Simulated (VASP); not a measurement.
# Pd (Fm-3m) in VASP: further runs, part 2 of 2

VASP 6.6.1. The steps go on from the part before.

### 6 Single point, LDA, non-collinear spin, zero start, spin-orbit coupling

This run uses another cell than the first one, of 15.05 Å³/atom, 1.085 times its volume.

INCAR reads:

```
SYSTEM = Pd
PREC     = Accurate       ! precision mode
ENCUT    = 520            ! plane-wave cutoff, eV
EDIFF    = 1E-7           ! SCF threshold, eV
ISMEAR   = -1             ! smearing method
SIGMA    = 0.05           ! smearing width, eV
LREAL    = .False.        ! projectors in reciprocal space
LASPH    = .True.         ! aspherical terms in the spheres
NELM     = 150            ! most SCF steps
ALGO     = Normal         ! electronic algorithm
ISIF     = 2              ! what is computed and relaxed
LWAVE    = .False.        ! write WAVECAR
LCHARG   = .False.        ! write CHGCAR
LNONCOLLINEAR= .True.         ! non-collinear magnetism
MAGMOM   = 0 0 0          ! initial moments
LORBIT   = 11             ! projections on sites
LSORBIT  = .True.         ! spin-orbit coupling
GGA_COMPAT= .False.      
LORBMOM  = .True.       
LMAXMIX  = 4              ! l up to which the mixer works
NBANDS   = 21             ! bands
```

KPOINTS reads:

```
Automatic mesh
0
Gamma
  12 12 12
  0 0 0
```

POSCAR reads:

```
Pd
1.0
    0.0000000000      1.9593911042      1.9593911042
    1.9593911042      0.0000000000      1.9593911042
    1.9593911042      1.9593911042      0.0000000000
Pd
1
Direct
    0.0000000000      0.0000000000      0.0000000000
```

Potentials or basis: VASP PAW LDA potentials, release 64 (Pd).

The run is started by

```sh
$ cat potpaw_LDA.64/Pd/POTCAR > POTCAR
$ mpirun -np 1 vasp_ncl > vasp.out
```

OUTCAR:

```text
SYSTEM = Pd
   PREC = Accurate
   ENCUT = 520
   EDIFF = 1E-7
   ISMEAR = -1
   LREAL = .False.
   LASPH = .True.
   NELM = 150
   ISIF = 2
   LNONCOLLINEAR = .True.
   LORBIT = 11
   LSORBIT = .True.

 ion  position               nearest neighbor table
   1  0.000  0.000  0.000-

  LATTYP: Found a face centered cubic cell.
 ALAT       =     3.9187822084

  Lattice vectors:

 A1 = (   0.0000000000,   1.9593911042,   1.9593911042)
 A2 = (   1.9593911042,   0.0000000000,   1.9593911042)
 A3 = (   1.9593911042,   1.9593911042,   0.0000000000)

Analysis of symmetry for initial positions (statically):
[... 819 lines left out ...]

 orbital moment (z)

 # of ion     p       d       tot
 ----------------------------------------
  1        -0.000  -0.000  -0.000
 ----------------------------------------
           -0.000  -0.000  -0.000

 Spin-Orbit-Coupling matrix elements

 Ion:    1  E_soc:     -0.0873436
 l=   1
     0.0000000    -0.0025578    -0.0025578
    -0.0025578     0.0000000    -0.0025578
    -0.0025578    -0.0025578     0.0000000
 l=   2
     0.0000000    -0.0024460     0.0000000    -0.0024460    -0.0095535
    -0.0024460     0.0000000    -0.0071651    -0.0024460    -0.0023884
     0.0000000    -0.0071651     0.0000000    -0.0071651     0.0000000
    -0.0024460    -0.0024460    -0.0071651     0.0000000    -0.0023884
    -0.0095535    -0.0023884     0.0000000    -0.0023884     0.0000000
 l=   3
     0.0000000     0.0000000     0.0000000     0.0000000     0.0000000     0.0000000     0.0000000
     0.0000000     0.0000000     0.0000000     0.0000000     0.0000000     0.0000000     0.0000000
     0.0000000     0.0000000     0.0000000     0.0000000     0.0000000     0.0000000     0.0000000
     0.0000000     0.0000000     0.0000000     0.0000000     0.0000000     0.0000000     0.0000000
     0.0000000     0.0000000     0.0000000     0.0000000     0.0000000     0.0000000     0.0000000
     0.0000000     0.0000000     0.0000000     0.0000000     0.0000000     0.0000000     0.0000000
     0.0000000     0.0000000     0.0000000     0.0000000     0.0000000     0.0000000     0.0000000

 total charge

# of ion       s       p       d       tot
------------------------------------------
    1        0.485   0.468   8.441   9.394

 magnetization (x)

# of ion       s       p       d       tot
------------------------------------------
    1        0.000   0.000  -0.000  -0.000

 magnetization (y)

# of ion       s       p       d       tot
------------------------------------------
    1        0.000   0.000  -0.000  -0.000

 magnetization (z)

# of ion       s       p       d       tot
------------------------------------------
    1        0.000   0.000  -0.000  -0.000
```

OSZICAR:

```text
N       E                     dE             d eps       ncg     rms          rms(c)
DAV:   1     0.573186999376E+02    0.57319E+02   -0.48081E+03  3024   0.918E+02
DAV:   2    -0.549422967653E+01   -0.62813E+02   -0.58461E+02  3429   0.229E+02
DAV:   3    -0.685384748329E+01   -0.13596E+01   -0.13441E+01  3569   0.353E+01
DAV:   4    -0.686337272448E+01   -0.95252E-02   -0.95229E-02  3644   0.299E+00
DAV:   5    -0.686352289690E+01   -0.15017E-03   -0.15017E-03  3892   0.381E-01    0.782E+00
DAV:   6    -0.653586130412E+01    0.32766E+00   -0.55994E-01  3649   0.101E+01    0.367E+00
DAV:   7    -0.652400680076E+01    0.11855E-01   -0.13217E-02  3967   0.100E+00    0.198E+00
DAV:   8    -0.651903189497E+01    0.49749E-02   -0.12799E-03  3703   0.385E-01    0.431E-01
DAV:   9    -0.651901920159E+01    0.12693E-04   -0.20902E-05  4194   0.505E-02    0.349E-02
DAV:  10    -0.651902195595E+01   -0.27544E-05   -0.10479E-05  3748   0.420E-02    0.186E-02
DAV:  11    -0.651902178668E+01    0.16927E-06   -0.40062E-06  3689   0.240E-02    0.352E-03
DAV:  12    -0.651902176440E+01    0.22280E-07   -0.45048E-08  3009   0.257E-03
   1 F= -.65190218E+01 E0= -.65093791E+01  d E =-.192854E-01  mag=    -0.0000     0.0000    -0.0000
```

stdout:

```text
POSCAR found type information on POSCAR Pd
 POSCAR found :  1 types and       1 ions
 scaLAPACK will be used
 LDA part: xc-table for (Slater(with rela. corr.)+CA(PZ))
 , standard interpolation
 POSCAR, INCAR and KPOINTS ok, starting setup
 FFT: planning ... GRIDC
 FFT: planning ... GRID_SOFT
 FFT: planning ... GRID
 WAVECAR not read
 entering main loop
```

It took 88 s on 1 thread of Intel Xeon Platinum 8259CL at 2.50GHz (Skylake/Cascade Lake), shared host; peak memory 0.19 GiB.

What came out:

```
Free energy                                           : -6.5190 eV
Pressure                                              : -11.6 GPa
Net moment                                            : 0.00 μB per cell
Valence electrons inside the program's atomic spheres : Pd 9.39
```

Moments on the atoms (μB; x, y, z):
```
Pd  0.00 0.00 0.00
```

### 7 Overview

| cell | pressure (GPa) | moment (μB) |
| --- | --- | --- |
| a = 2.697 Å, angles 60.0°, 1 atom | 5.0 | 0.00 |
| a = 2.716 Å, angles 60.0°, 1 atom | -0.1 | 0.00 |
| a = 2.734 Å, angles 60.0°, 1 atom | -4.5 | 0.00 |
| a = 2.753 Å, angles 60.0°, 1 atom | -8.3 | 0.00 |
| a = 2.771 Å, angles 60.0°, 1 atom | -11.6 | 0.00 |

Alike in all rows: task single point; level LDA; potentials or basis VASP PAW LDA potentials, release 64 (Pd); spin non-collinear, zero start, SOC; k mesh 12 × 12 × 12; cutoff (eV) 520; smearing fermi-dirac 0.05 eV.

Absolute energies hang on the potentials; compare differences alone.
